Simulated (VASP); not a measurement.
Input of a VASP 6.6.1 run:

INCAR

```
PREC = Accurate
ENCUT = 600
EDIFF = 1E-6
ISMEAR = 0
SIGMA = 0.1
LREAL = False
LASPH = True
NELM = 100
ALGO = Normal
ISIF = 3
LWAVE = False
LCHARG = False
GGA = PE
IBRION = 2
NSW = 90
EDIFFG = -0.04
```

Contents of KPOINTS:

```
Automatic mesh
0
Gamma
  4 4 6
```

Contents of POSCAR:

```
SnTe
1.0
    4.4559220976      0.0000000000      0.0000000000
    0.0000000000      4.4559220976      0.0000000000
    0.0000000000      0.0000000000      3.1576511780
Sn Te
1 1
Direct
    0.0000000000      0.0000000000      0.0000000000
    0.5000000000      0.5000000000      0.0000000000
```

Potentials or basis: VASP PAW PBE potentials, release 64 (Sn_d, Te).

Command:

```console
$ cat potpaw_PBE.64/Sn_d/POTCAR potpaw_PBE.64/Te/POTCAR > POTCAR
$ mpirun -np 1 vasp_std > vasp.out
```

**Question.** Predict the space group after relaxing (to 0.1 Å).

**Answer.** P4/mmm (No. 123).

**Question.** What does it give for the band gap on the k mesh?

**Answer.** Zero (bands 10 and 11 overlap by 3.98 eV).

**Question.** Predict the relaxed cell.

**Answer.** a = 4.395 Å, b = 4.395 Å, c = 3.345 Å, α = 90.00°, β = 90.00°, γ = 90.00°.

Final structure:
```
Sn Te
1.0
     4.39539    0.00000    0.00000
     0.00000    4.39539    0.00000
     0.00000    0.00000    3.34544
Sn Te
1 1
Direct
  0.00000 0.00000 0.00000
  0.50000 0.50000 0.00000
```

Caveat: spin-orbit coupling is left out, which moves the levels of the heavy elements.
